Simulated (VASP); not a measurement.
# Nb (I4/mmm) in VASP: further runs, part 2 of 3

VASP 6.6.1. The steps go on from the part before.

**3. Single point, r2SCAN (strain -0.050 along x and y, +0.000 along z)**

POSCAR

```
Nb
1.0
   -1.5807525000      1.5807525000      1.6639500000
    1.5807525000     -1.5807525000      1.6639500000
    1.5807525000      1.5807525000     -1.6639500000
Nb
1
Direct
    0.0000000000      0.0000000000      0.0000000000
```

INCAR.step1

```
SYSTEM = Nb
PREC = Accurate
ENCUT = 520
ISMEAR = 0
SIGMA = 0.15
LREAL = .False.
LASPH = .True.
NELM = 60
NBANDS = 12
GGA = PE
ALGO = Normal
EDIFF = 1E-4
LWAVE = .True.
LCHARG = .False.
```

INCAR.step2

```
SYSTEM = Nb
PREC = Accurate
ENCUT = 520
EDIFF = 1E-6
ISMEAR = 0
SIGMA = 0.15
LREAL = .False.
LASPH = .True.
NELM = 60
ALGO = Normal
ISIF = 2
LWAVE = .False.
LCHARG = .True.
METAGGA = R2SCAN
LMIXTAU = .True.
LELF = .True.
LVHAR = .True.
NBANDS = 12
ISTART = 1
```

KPOINTS

```
Automatic mesh
0
Gamma
  20 20 20
  0 0 0
```

Potentials or basis: VASP PAW PBE potentials, release 64 (Nb_sv).

Started as:

```console
> cat potpaw_PBE.64/Nb_sv/POTCAR > POTCAR
> cp INCAR.step1 INCAR
> mpirun -np 1 vasp_std > vasp.out
> cp INCAR.step2 INCAR
> mpirun -np 1 vasp_std > vasp.out
```

OUTCAR:

```text
SYSTEM = Nb
   PREC = Accurate
   ENCUT = 520
   EDIFF = 1E-6
   ISMEAR = 0
   LREAL = .False.
   LASPH = .True.
   NELM = 60
   ISIF = 2
   METAGGA = R2SCAN
   ISTART = 1

 ion  position               nearest neighbor table
   1  0.000  0.000  0.000-

  LATTYP: Found a body centered tetragonal cell.
 ALAT       =     3.1615050000
 C/A-ratio  =     1.0526315789

  Lattice vectors:

 A1 = (  -1.5807525000,   1.5807525000,   1.6639500000)
 A2 = (   1.5807525000,  -1.5807525000,   1.6639500000)
 A3 = (   1.5807525000,   1.5807525000,  -1.6639500000)

Analysis of symmetry for initial positions (statically):
=====================================================================
 Subroutine PRICEL returns:
 Original cell was already a primitive cell.

 Routine SETGRP: Setting up the symmetry group for a
 body centered tetragonal supercell.

 Subroutine GETGRP returns: Found 16 space group operations
 (whereof 16 operations were pure point group operations)
 out of a pool of 16 trial point group operations.

The static configuration has the point symmetry D_4h.

Analysis of symmetry for dynamics (positions and initial velocities):
=====================================================================
 Subroutine PRICEL returns:
 Original cell was already a primitive cell.

 Routine SETGRP: Setting up the symmetry group for a
 body centered tetragonal supercell.

 Subroutine GETGRP returns: Found 16 space group operations
 (whereof 16 operations were pure point group operations)
 out of a pool of 16 trial point group operations.

The dynamic configuration has the point symmetry D_4h.

 Subroutine INISYM returns: Found 16 space group operations
 (whereof 16 operations are pure point group operations),
 and found     1 'primitive' translations

----------------------------------------------------------------------------------------

                                     Primitive cell

  volume of cell :      16.6314

[... 108 lines left out ...]
  Fermi-wavevector in a.u.,A,eV,Ry     =   1.508041  2.849785 30.942220  2.274189
  Thomas-Fermi vector in A             =   2.618548
   LORBIT       =      0    0 simple, 1 ext, 2 COOP (PROOUT), +10 PAW based schemes
   METAGGA = R2SCAN    functional components
   LHFCALC =     F    Hartree Fock is set to
   AEXX    =    0.0000 exact exchange contribution
   IVDW    =     0    specifies the selected vdW correction
   LEPSILON=     F    determine dielectric tensor
   LRPA    =     F    only Hartree local field effects (RPA)
 non-spin polarized calculation
 Gauss-broadening in eV      SIGMA  =   0.15
  energy-cutoff  :      520.00
  volume of cell :       16.63
 maximum number of plane-waves:       464
 NGX is ok and might be reduce to    24
   NGX = 11   NGY = 11   NGZ = 11

 number of electron      13.0000000 magnetization

 Free energy of the ion-electron system (eV)
  ---------------------------------------------------
  ext. energy  EPLUGINS =         0.00000000
  ---------------------------------------------------
  free energy    TOTEN  =       -24.77201133 eV

  energy without entropy =      -24.75750281  energy(sigma->0) =      -24.76475707

 E-fermi :  12.3173     XC(G=0): -14.0956

 val. band max:       12.3152165531   @ k =  -0.0500   0.3000   0.0500
 cond. band min:      12.3211674526   @ k =  -0.4500  -0.4500   0.1000
 fundamental gap:      0.0059508996
 Fermi energy:        12.3173370082

 k-point     1 :       0.0000    0.0000    0.0000
  band No.  band energies     occupation
      1     -43.7720      2.00000
      2     -18.1065      2.00000
      3     -18.1065      2.00000
      4     -18.1046      2.00000
      5       5.8982      2.00000
      6      12.5102      0.06903
      7      12.5102      0.06902
      8      13.1684      0.00000
      9      15.6288      0.00000
     10      16.5123      0.00000
     11      26.7428      0.00000
     12      27.7594      0.00000
[... 331 lines left out ...]
 k-point    24 :      -0.3500    0.0500    0.0000
  band No.  band energies     occupation
      1     -43.5055      2.00000
      2     -19.4889      2.00000
      3     -18.5094      2.00000
      4     -18.1337      2.00000
      5       8.4098      2.00000
      6      11.0800      2.00000
      7      12.5568      0.02395
      8      15.3873      0.00000
      9      16.7164      0.00000
     10      17.1131      0.00000
     11      26.5865      0.00000
     12      28.4550      0.00000

 [... further k-points ...]
[... 5 lines left out ...]
  --------------------------------------------------------------------------------------
  -------------------------------------------------------------------------------------
  Total        1.9458953      1.9458953      1.1287750      0.0000000      0.0000000      0.0000000
  in kB      187.4571613    187.4571613    108.7401511      0.0000000      0.0000000      0.0000000
  external PRESSURE =     161.2181579 kB  Pullay stress =       0.0000000 kB

 VOLUME and BASIS-vectors are now :
 -----------------------------------------------------------------------------
  energy-cutoff  :      520.00
  volume of cell :       16.63
      direct lattice vectors                 reciprocal lattice vectors
    -1.580752500  1.580752500  1.663950000     0.000000000  0.316305051  0.300489798
     1.580752500 -1.580752500  1.663950000     0.316305051  0.000000000  0.300489798
     1.580752500  1.580752500 -1.663950000     0.316305051  0.316305051  0.000000000

 POSITION                                       TOTAL-FORCE (eV/Angst)
 -----------------------------------------------------------------------------------
      0.00000      0.00000      0.00000         0.000000     -0.000000      0.000000
 -----------------------------------------------------------------------------------
    total drift:                                0.000000      0.000000      0.000000

  FREE ENERGIE OF THE ION-ELECTRON SYSTEM (eV)
  ---------------------------------------------------
  free  energy   TOTEN  =       -24.7720113299 eV

  energy  without entropy=      -24.7575028057  energy(sigma->0) =      -24.76475707
```

OSZICAR.step1:

```text
N       E                     dE             d eps       ncg     rms          rms(c)
DAV:   1     0.119351255210E+03    0.11935E+03   -0.73546E+03 15488   0.109E+03
DAV:   2    -0.582320717153E+01   -0.12517E+03   -0.12062E+03 16496   0.396E+02
DAV:   3    -0.102147218990E+02   -0.43915E+01   -0.41929E+01 21824   0.662E+01
DAV:   4    -0.104712892280E+02   -0.25657E+00   -0.25476E+00 21496   0.144E+01
DAV:   5    -0.104815769017E+02   -0.10288E-01   -0.10282E-01 22324   0.240E+00    0.802E+00
DAV:   6    -0.101642074639E+02    0.31737E+00   -0.50510E-01 24916   0.924E+00    0.294E+00
DAV:   7    -0.101310677635E+02    0.33140E-01   -0.16962E-01 25488   0.535E+00    0.945E-01
DAV:   8    -0.101377371114E+02   -0.66693E-02   -0.13499E-02 18016   0.156E+00    0.393E-02
DAV:   9    -0.101377902120E+02   -0.53101E-04   -0.10691E-03 22648   0.269E-01    0.503E-02
DAV:  10    -0.101378083600E+02   -0.18148E-04   -0.37446E-05 11696   0.811E-02
   1 F= -.10137808E+02 E0= -.10130187E+02  d E =-.152421E-01
```

It took 4.5 min on 1 thread of Intel Xeon Platinum 8375C at 2.90GHz (Ice Lake), shared host; peak memory 0.25 GiB.

What came out:

* Free energy: -24.7720 eV
* Pressure: 16.1 GPa
* Band gap on the k mesh: zero (an odd number of electrons rules out a gap without spin polarisation)

Levels at points of the mesh, in eV from the Fermi level:
```csv
k point,band 3,band 4,band 5,band 6,band 7,band 8,band 9,band 10
"(0.00, 0.00, 0.00)",-30.42,-30.42,-6.42,0.19,0.19,0.85,3.31,4.19
"(0.50, 0.00, 0.00)",-30.96,-30.43,-4.25,-1.75,2.56,3.39,4.71,7.24
"(0.50, 0.50, 0.00)",-31.04,-30.50,-4.34,-2.45,3.01,4.44,4.93,7.40
"(0.50, 0.50, 0.50)",-31.60,-31.60,-4.50,-4.35,6.30,6.48,6.48,9.41
```

Caveat: the cell differs from its parent crystal (strain -0.050 along x and y, +0.000 along z); the stress differs along the axes, from 11 to 19 GPa; the PAW data sets were made with another functional, which shifts forces and pressure a little.

**4. Single point, r2SCAN (strain -0.025 along x and y, -0.050 along z)**

POSCAR

```
Nb
1.0
   -1.6223512500      1.6223512500      1.5807525000
    1.6223512500     -1.6223512500      1.5807525000
    1.6223512500      1.6223512500     -1.5807525000
Nb
1
Direct
    0.0000000000      0.0000000000      0.0000000000
```

INCAR.step1

```
SYSTEM = Nb
ALGO     = Normal         ! electronic algorithm
EDIFF    = 1E-4           ! SCF threshold, eV
ENCUT    = 520            ! plane-wave cutoff, eV
GGA      = PE             ! functional
ISMEAR   = 0              ! smearing method
LASPH    = .TRUE.         ! aspherical terms in the spheres
LCHARG   = .FALSE.        ! write CHGCAR
LREAL    = .FALSE.        ! projectors in reciprocal space
LWAVE    = .TRUE.         ! write WAVECAR
NBANDS   = 12             ! bands
NELM     = 60             ! most SCF steps
PREC     = Accurate       ! precision mode
SIGMA    = 0.15           ! smearing width, eV
```

INCAR.step2

```
SYSTEM = Nb
ALGO     = Normal         ! electronic algorithm
EDIFF    = 1E-7           ! SCF threshold, eV
ENCUT    = 520            ! plane-wave cutoff, eV
ISIF     = 2              ! what is computed and relaxed
ISMEAR   = 0              ! smearing method
ISTART   = 1            
LASPH    = .TRUE.         ! aspherical terms in the spheres
LCHARG   = .TRUE.         ! write CHGCAR
LELF     = .TRUE.         ! ELF
LMIXTAU  = .TRUE.       
LREAL    = .FALSE.        ! projectors in reciprocal space
LVHAR    = .TRUE.       
LWAVE    = .FALSE.        ! write WAVECAR
METAGGA  = R2SCAN         ! meta-GGA
NBANDS   = 12             ! bands
NELM     = 60             ! most SCF steps
PREC     = Accurate       ! precision mode
SIGMA    = 0.15           ! smearing width, eV
```

KPOINTS

```
k-points
0
G
  20 20 20
  0 0 0
```

Started as:

```console
> cat potpaw_PBE.64/Nb_sv/POTCAR > POTCAR
> cp INCAR.step1 INCAR
> mpirun -np 1 vasp_std > vasp.out
> cp INCAR.step2 INCAR
> mpirun -np 1 vasp_std > vasp.out
```

It took 5.5 min on 1 thread of Intel Xeon Platinum 8375C at 2.90GHz (Ice Lake), shared host; peak memory 0.24 GiB.

It converged, with:

- Free energy: -24.7837 eV
- Pressure: 15.8 GPa
- Band gap on the k mesh: zero (an odd number of electrons rules out a gap without spin polarisation)

Stress tensor (GPa, compression positive):
```
14.62  0.00  0.00
 0.00 14.62  0.00
 0.00  0.00 18.13
```

Levels at points of the mesh, in eV from the Fermi level:
```csv
k point,band 4,band 5,band 6,band 7,band 8,band 9
"(0.00, 0.00, 0.00)",-30.42,-6.41,0.17,0.52,0.52,3.54
"(0.50, 0.00, 0.00)",-30.46,-4.29,-2.11,2.78,3.95,4.79
"(0.50, 0.50, 0.00)",-30.42,-4.24,-1.74,2.55,3.56,4.53
"(0.50, 0.50, 0.50)",-31.59,-4.45,-4.38,6.39,6.39,6.48
```

Caveat: the cell differs from its parent crystal (strain -0.025 along x and y, -0.050 along z); the cell stands under pressure; the PAW data sets were made with another functional, which shifts forces and pressure a little.

(Continued in part 3 of 3.)
